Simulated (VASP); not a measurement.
# CuO (Tenorite) (C2/c) in VASP: further runs

Runs on CuO (Tenorite). Level: LDA. Tasks: single point.

All numbers are computed with VASP 6.6.1; they aren't measurements. Logs are shortened: lines on timing, memory, paths and dates and some standing lists are left out, and cuts for length are marked.

**1. The cell of the first run**

Symmetry: C2/c, No. 15, monoclinic system. Conventional cell: a = 4.760 Å, b = 3.479 Å, c = 5.213 Å, α = 90.00°, β = 99.54°, γ = 90.00°. Within 2.6 Å of Cu (site symmetry -1) lie 4 O at 1.98 to 1.99 Å. O (site symmetry 2) has 4 Cu at 1.98 to 1.99 Å within 2.6 Å.

**2. Single point, LDA**

Input file INCAR:

```
  PREC = Accurate
  ENCUT = 520
  EDIFF = 1E-6
  ISMEAR = -1
  SIGMA = 0.1
  LREAL = False
  LASPH = True
  NELM = 60
  ALGO = Normal
  ISIF = 2
  LWAVE = False
  LCHARG = True
  LELF = True
  LVHAR = True
  NBANDS = 25
```

Input file KPOINTS:

```
regular mesh
0
Gamma
  10 10 6
```

Input file POSCAR:

```
CuO
1.0
    2.3802478082     -1.7393590854      0.0000000000
    2.3802478082      1.7393590854      0.0000000000
   -0.8639643460      0.0000000000      5.1407996248
Cu O
2 2
Direct
    0.0000000000      0.5000000000      0.0000000000
    0.5000000000      0.0000000000      0.5000000000
    0.5816000000      0.4184000000      0.2500000000
    0.4184000000      0.5816000000      0.7500000000
```

Potentials or basis: VASP PAW LDA potentials, release 64 (Cu, O).

Started as:

```bash
cat potpaw_LDA.64/Cu/POTCAR potpaw_LDA.64/O/POTCAR > POTCAR
mpirun -np 1 vasp_std > vasp.out
```

OUTCAR:

```text
PREC = Accurate
   ENCUT = 520
   EDIFF = 1E-6
   ISMEAR = -1
   LREAL = False
   LASPH = True
   NELM = 60
   ISIF = 2

 ion  position               nearest neighbor table
   1  0.000  0.500  0.000-   3 1.98   4 1.98   4 1.99   3 1.99
   2  0.500  0.000  0.500-   4 1.98   3 1.98   4 1.99   3 1.99
   3  0.582  0.418  0.250-   2 1.98   1 1.98   2 1.99   1 1.99
   4  0.418  0.582  0.750-   1 1.98   2 1.98   2 1.99   1 1.99

  LATTYP: Found a base centered monoclinic cell.
 ALAT       =     4.7604956164
 B/A-ratio  =     0.7307470589
 C/A-ratio  =     1.0950316075
 COS(beta)  =    -0.1657360545

  Lattice vectors:

 A1 = (   2.3802478082,  -1.7393590854,   0.0000000000)
 A2 = (   2.3802478082,   1.7393590854,   0.0000000000)
 A3 = (  -0.8639643460,   0.0000000000,   5.1407996248)

Analysis of symmetry for initial positions (statically):
=====================================================================
 Subroutine PRICEL returns:
 Original cell was already a primitive cell.

 Routine SETGRP: Setting up the symmetry group for a
 base centered monoclinic supercell.

 Subroutine GETGRP returns: Found  4 space group operations
 (whereof  2 operations were pure point group operations)
 out of a pool of  4 trial point group operations.

The static configuration has the point symmetry S_2 .
 The point group associated with its full space group is C_2h.

Analysis of symmetry for dynamics (positions and initial velocities):
=====================================================================
 Subroutine PRICEL returns:
 Original cell was already a primitive cell.

 Routine SETGRP: Setting up the symmetry group for a
 base centered monoclinic supercell.

 Subroutine GETGRP returns: Found  4 space group operations
 (whereof  2 operations were pure point group operations)
 out of a pool of  4 trial point group operations.

The dynamic configuration has the point symmetry S_2 .
 The point group associated with its full space group is C_2h.

 Subroutine INISYM returns: Found  4 space group operations
 (whereof  2 operations are pure point group operations),
 and found     1 'primitive' translations

----------------------------------------------------------------------------------------

                                     Primitive cell

  volume of cell :      42.5669

  direct lattice vectors                    reciprocal lattice vectors
     2.380247808 -1.739359085  0.000000000     0.210062162 -0.287462206  0.035303111
     2.380247808  1.739359085  0.000000000     0.210062162  0.287462206  0.035303111
    -0.863964346  0.000000000  5.140799625     0.000000000  0.000000000  0.194522268

  length of vectors
     2.948041665  2.948041665  5.212893167     0.357780577  0.357780577  0.194522268

  position of ions in fractional coordinates (direct lattice)
     1.000000000  0.500000000  0.000000000
     0.500000000  1.000000000  0.500000000
     0.581600000  0.418400000  0.250000000
     0.418400000  0.581600000  0.750000000

  ion indices of the primitive-cell ions
   primitive index   ion index
                 1           1
                 2           2
                 3           3
                 4           4

----------------------------------------------------------------------------------------

 KPOINTS: regular mesh

Automatic generation of k-mesh.
 Grid dimensions read from file:
 generate k-points for:   10   10    6

 Generating k-lattice:

  Cartesian coordinates                     Fractional coordinates (reciprocal lattice)
     0.021006216 -0.028746221  0.003530311     0.100000000 -0.000000000  0.000000000
     0.021006216  0.028746221  0.003530311    -0.000000000  0.100000000  0.000000000
     0.000000000  0.000000000  0.032420378     0.000000000  0.000000000  0.166666667

  Length of vectors
     0.035778058  0.035778058  0.032420378

  Shift w.r.t. Gamma in fractional coordinates (k-lattice)
     0.000000000  0.000000000  0.000000000

 Subroutine IBZKPT returns following result:
 ===========================================

 Found    172 irreducible k-points:

 Following reciprocal coordinates:
            Coordinates               Weight
  0.000000  0.000000  0.000000      1.000000
  0.100000 -0.000000  0.000000      4.000000
  0.200000 -0.000000  0.000000      4.000000
  0.300000 -0.000000  0.000000      4.000000
  0.400000 -0.000000  0.000000      4.000000
  0.500000 -0.000000  0.000000      2.000000
[... 16 lines left out ...]
  0.300000  0.300000  0.000000      2.000000
  0.400000  0.300000  0.000000      4.000000
 [... further k-points ...]
   k-points           NKPTS =    172   k-points in BZ     NKDIM =    172   number of bands    NBANDS=     25
   number of dos      NEDOS =    301   number of ions     NIONS =      4
   total plane-waves  NPLWV =  23040
   dimension x,y,z NGX =    24 NGY =   24 NGZ =   40
   dimension x,y,z NGXF=    48 NGYF=   48 NGZF=   80
   ions per type =               2   2
   NGX,Y,Z   is equivalent  to a cutoff of  13.53, 13.53, 12.76 a.u.
   NGXF,Y,Z  is equivalent  to a cutoff of  27.07, 27.07, 25.51 a.u.
 SYSTEM =  unknown system
   PREC   = accura    normal or accurate (medium, high low for compatibility)
   ISTART =      0    job   : 0-new  1-cont  2-samecut
   ICHARG =      2    charge: 1-file 2-atom 10-const
   ISPIN  =      1    spin polarized calculation?
   LNONCOLLINEAR =      F non collinear calculations
   LSORBIT =      F    spin-orbit coupling
   LASPH  =      T    aspherical Exc in radial PAW
   ENCUT  =  520.0 eV  38.22 Ry    6.18 a.u.   5.48  5.48  9.69*2*pi/ulx,y,z
   NELM   =     60;   NELMIN=  2; NELMDL= -5     # of ELM steps
   EDIFF  = 0.1E-05   stopping-criterion for ELM
   LREAL  =      F    real-space projection
   EDIFFG = 0.1E-04   stopping-criterion for IOM
   NSW    =      0    number of steps for IOM
   IBRION =     -1    ionic relax: 0-MD 1-quasi-New 2-CG
   NFREE  =      0    steps in history (QN), initial steepest desc. (CG)
   ISIF   =      2    stress and relaxation
   ISYM   =      2    0-nonsym 1-usesym 2-fastsym
   POTIM  = 0.5000    time-step for ionic-motion
   TEBEG  =    0.0;   TEEND  =   0.0 temperature during run
   PSTRESS=    0.0 pullay stress
   NELECT =      34.0000    total number of electrons
   NUPDOWN=      -1.0000    fix difference up-down
   EMIN   =  10.00;   EMAX   =-10.00  energy-range for DOS
   EFERMI =   0.00;   METHOD = LEGACY
   ISMEAR =    -1;   SIGMA  =   0.10  broadening in eV -4-tet -1-fermi 0-gaus
   EFERMI_NEDOS =   21; number of points for ismear=-14 and -15
   IALGO  =     38    algorithm
   IMIX   =      4    mixing-type and parameters
     AMIX     =   0.40;   BMIX     =  1.00
     AMIX_MAG =   1.60;   BMIX_MAG =  1.00
  volume/ion in A,a.u.               =      10.64        71.81
  Fermi-wavevector in a.u.,A,eV,Ry     =   1.518951  2.870401 31.391528  2.307212
  Thomas-Fermi vector in A             =   2.628003
   LORBIT       =      0    0 simple, 1 ext, 2 COOP (PROOUT), +10 PAW based schemes
   GGA     = CA    functional components
   LHFCALC =     F    Hartree Fock is set to
   AEXX    =    0.0000 exact exchange contribution
   IVDW    =     0    specifies the selected vdW correction
   LEPSILON=     F    determine dielectric tensor
   LRPA    =     F    only Hartree local field effects (RPA)
 non-spin polarized calculation
  energy-cutoff  :      520.00
  volume of cell :       42.57
 maximum number of plane-waves:      1169
 NGX is ok and might be reduce to    24
   NGX = 11   NGY = 11   NGZ = 19

 number of electron      34.0000010 magnetization

 Free energy of the ion-electron system (eV)
  ---------------------------------------------------
  ext. energy  EPLUGINS =         0.00000000
  ---------------------------------------------------
  free energy    TOTEN  =       -23.02859510 eV

  energy without entropy =      -22.95300249  energy(sigma->0) =      -22.99079879

 E-fermi :   4.7229     XC(G=0): -12.1622

 val. band max:        4.7174292777   @ k =  -0.1000   0.1000   0.5000
 cond. band min:       4.7316608622   @ k =  -0.1000  -0.2000   0.1667
 fundamental gap:      0.0142315845
 Fermi energy:         4.7229226895

 k-point     1 :       0.0000    0.0000    0.0000
  band No.  band energies     occupation
      1     -14.4388      2.00000
      2     -13.1769      2.00000
      3      -2.9937      2.00000
      4      -0.5149      2.00000
      5      -0.1214      2.00000
      6       1.6217      2.00000
[... 17 lines left out ...]
     24      20.7570      0.00000
     25      21.1067      0.00000

 k-point     2 :       0.1000   -0.0000    0.0000
  band No.  band energies     occupation
      1     -14.3746      2.00000
      2     -13.1559      2.00000
      3      -2.8875      2.00000
      4      -0.5287      2.00000
      5      -0.1469      2.00000
      6       0.9269      2.00000
[... 17 lines left out ...]
     24      20.1670      0.00000
     25      21.1444      0.00000

 k-point     3 :       0.2000   -0.0000    0.0000
  band No.  band energies     occupation
      1     -14.2005      2.00000
      2     -13.1002      2.00000
      3      -2.6026      2.00000
      4      -0.5780      2.00000
      5      -0.2683      2.00000
      6      -0.0503      2.00000
[... 17 lines left out ...]
     24      19.3549      0.00000
     25      20.6734      0.00000

 k-point     4 :       0.3000   -0.0000    0.0000
  band No.  band energies     occupation
      1     -13.9712      2.00000
      2     -13.0302      2.00000
      3      -2.2420      2.00000
      4      -1.1521      2.00000
      5      -0.6349      2.00000
      6      -0.1541      2.00000
[... 17 lines left out ...]
     24      18.2548      0.00000
     25      20.2873      0.00000
[... 477 lines left out ...]
 k-point    22 :      -0.2000    0.2000    0.0000
  band No.  band energies     occupation
      1     -13.9184      2.00000
      2     -13.0053      2.00000
      3      -2.1468      2.00000
      4      -0.6847      2.00000
      5      -0.6781      2.00000
      6      -0.3348      2.00000
[... 17 lines left out ...]
     24      18.1545      0.00000
     25      18.1582      0.00000

 k-point    23 :       0.3000    0.3000    0.0000
  band No.  band energies     occupation
      1     -13.6861      2.00000
      2     -12.9787      2.00000
      3      -1.6988      2.00000
      4      -1.2392      2.00000
      5      -0.2743      2.00000
      6      -0.2474      2.00000
[... 17 lines left out ...]
     24      18.7886      0.00000
     25      19.2380      0.00000

 k-point    24 :       0.4000    0.3000    0.0000
  band No.  band energies     occupation
      1     -13.5085      2.00000
      2     -12.9325      2.00000
      3      -1.7065      2.00000
      4      -1.4171      2.00000
      5      -0.4465      2.00000
      6      -0.3133      2.00000
[... 17 lines left out ...]
     24      17.6074      0.00000
     25      18.7447      0.00000

 [... further k-points ...]
[... 5 lines left out ...]
  --------------------------------------------------------------------------------------
  -------------------------------------------------------------------------------------
  Total       -4.5401402     -2.8424833     -5.2336753      0.0000000      0.0000000      0.3517100
  in kB     -170.8864992   -106.9883314   -196.9904919      0.0000000      0.0000000     13.2380269
  external PRESSURE =    -158.2884408 kB  Pullay stress =       0.0000000 kB

 VOLUME and BASIS-vectors are now :
 -----------------------------------------------------------------------------
  energy-cutoff  :      520.00
  volume of cell :       42.57
      direct lattice vectors                 reciprocal lattice vectors
     2.380247808 -1.739359085  0.000000000     0.210062162 -0.287462206  0.035303111
     2.380247808  1.739359085  0.000000000     0.210062162  0.287462206  0.035303111
    -0.863964346  0.000000000  5.140799625     0.000000000  0.000000000  0.194522268

 POSITION                                       TOTAL-FORCE (eV/Angst)
 -----------------------------------------------------------------------------------
      1.19012      0.86968      0.00000         0.000000      0.000000      0.000000
      0.75814     -0.86968      2.57040         0.000000     -0.000000      0.000000
      2.16426     -0.28386      1.28520        -0.000000      0.560057      0.000000
      1.73227      0.28386      3.85560         0.000000     -0.560057     -0.000000
 -----------------------------------------------------------------------------------
    total drift:                                0.000000      0.000000     -0.000000

  FREE ENERGIE OF THE ION-ELECTRON SYSTEM (eV)
  ---------------------------------------------------
  free  energy   TOTEN  =       -23.0285950997 eV

  energy  without entropy=      -22.9530024864  energy(sigma->0) =      -22.99079879
```

It took 78 s on 1 thread of Intel Xeon 6975P-C (Granite Rapids), shared host; peak memory 0.25 GiB.

What came out:

* Free energy: -23.0286 eV
* Pressure: -15.8 GPa
* Largest force: 0.560 eV/Å
* Band gap on the k mesh: zero (band 17 reaches 5.01 eV, above the bottom of band 18 at 4.29 eV)

Forces in eV/Å, atoms in the order of the input:
```
Cu   0.000  0.000  0.000
Cu   0.000  0.000  0.000
O    0.000  0.560  0.000
O    0.000 -0.560  0.000
```

Stress tensor (GPa, compression positive):
```
-17.09   0.00   1.32
  0.00 -10.70   0.00
  1.32   0.00 -19.70
```

Levels at points of the mesh, in eV from the Fermi level:
```csv
k point,band 13,band 14,band 15,band 16,band 17,band 18,band 19,band 20,band 21,band 22
"(0.00, 0.00, 0.00)",-2.24,-2.08,-2.03,-1.55,0.22,0.90,1.58,5.93,7.80,13.00
"(0.50, 0.00, 0.00)",-1.91,-1.49,-1.38,-1.33,-0.01,0.25,4.78,6.05,6.69,10.74
"(0.50, 0.50, 0.00)",-2.00,-2.00,-1.66,-1.14,-0.61,1.01,3.40,6.79,8.34,9.55
"(0.00, 0.00, 0.50)",-2.07,-2.07,-1.38,-1.38,0.24,0.24,3.77,3.77,11.36,11.36
"(0.50, 0.00, 0.50)",-2.06,-2.02,-1.66,-1.50,-0.10,0.71,5.05,6.26,7.86,8.15
"(0.50, 0.50, 0.50)",-1.54,-1.54,-1.21,-1.21,-0.44,-0.44,5.17,5.17,8.63,8.63
```

Caveat: semilocal functionals often make such compounds metallic where correlation or magnetic order opens a gap, which also shifts bond lengths.

**3. Single point, LDA**

This run uses another cell than the first one, of 10.90 Å³/atom, 1.024 times its volume.

Input file INCAR:

```
SYSTEM = CuO
PREC     = Accurate       ! precision mode
ENCUT    = 520            ! plane-wave cutoff, eV
EDIFF    = 1E-6           ! SCF threshold, eV
ISMEAR   = -1             ! smearing method
SIGMA    = 0.1            ! smearing width, eV
LREAL    = .False.        ! projectors in reciprocal space
LASPH    = .True.         ! aspherical terms in the spheres
NELM     = 100            ! most SCF steps
ALGO     = Normal         ! electronic algorithm
ISIF     = 2              ! what is computed and relaxed
LWAVE    = .False.        ! write WAVECAR
LCHARG   = .False.        ! write CHGCAR
NBANDS   = 25             ! bands
```

Input file KPOINTS:

```
regular mesh
0
Gamma
  10 10 6
  0 0 0
```

Input file POSCAR:

```
CuO
1.0
    2.3989906886     -1.7530553902      0.0000000000
    2.3989906886      1.7530553902      0.0000000000
   -0.8707674950      0.0000000000      5.1812800287
Cu O
2 2
Direct
    0.0000000000      0.5000000000      0.0000000000
    0.5000000000      0.0000000000      0.5000000000
    0.5816000000      0.4184000000      0.2500000000
    0.4184000000      0.5816000000      0.7500000000
```

Potentials or basis: VASP PAW LDA potentials, release 64 (Cu, O).

Started as:

```bash
cat potpaw_LDA.64/Cu/POTCAR potpaw_LDA.64/O/POTCAR > POTCAR
mpirun -np 1 vasp_std > vasp.out
```

It took 65 s on 1 thread of Intel Xeon 6975P-C (Granite Rapids), shared host; peak memory 0.26 GiB.

The run converged. Its results:

```yaml
Free_energy: -22.9205 eV
Pressure: -18.7 GPa
Largest_force: 0.617 eV/Å
Band_gap_on_the_k_mesh: zero (band 17 reaches 4.70 eV, above the bottom of band 18 at 3.98 eV)
```

Forces in eV/Å, atoms in the order of the input:
```
Cu   0.000  0.000  0.000
Cu   0.000  0.000  0.000
O    0.000  0.617  0.000
O    0.000 -0.617  0.000
```

Stress tensor (GPa, compression positive):
```
-20.10   0.00   1.71
  0.00 -12.95   0.00
  1.71   0.00 -23.08
```

Levels at points of the mesh, in eV from the Fermi level:
```
           k point  band 13  band 14  band 15  band 16  band 17  band 18  band 19  band 20  band 21  band 22
(0.00, 0.00, 0.00)    -2.17    -2.02    -1.96    -1.50     0.22     0.87     1.50     5.90     7.67    12.89
(0.50, 0.00, 0.00)    -1.85    -1.44    -1.33    -1.29    -0.01     0.25     4.78     5.96     6.59    10.61
(0.50, 0.50, 0.00)    -1.94    -1.94    -1.64    -1.11    -0.59     0.99     3.46     6.70     8.30     9.36
(0.00, 0.00, 0.50)    -2.01    -2.01    -1.33    -1.33     0.24     0.24     3.69     3.69    11.25    11.25
(0.50, 0.00, 0.50)    -2.00    -1.95    -1.62    -1.45    -0.11     0.69     5.04     6.15     7.81     7.98
(0.50, 0.50, 0.50)    -1.49    -1.49    -1.17    -1.17    -0.44    -0.44     5.19     5.19     8.49     8.49
```

Caveat: semilocal functionals often make such compounds metallic where correlation or magnetic order opens a gap, which also shifts bond lengths. With open d or f shells a metallic result of LDA can be an artefact of self-interaction; +U or a hybrid may open a gap.

[end of part 1 of 2]
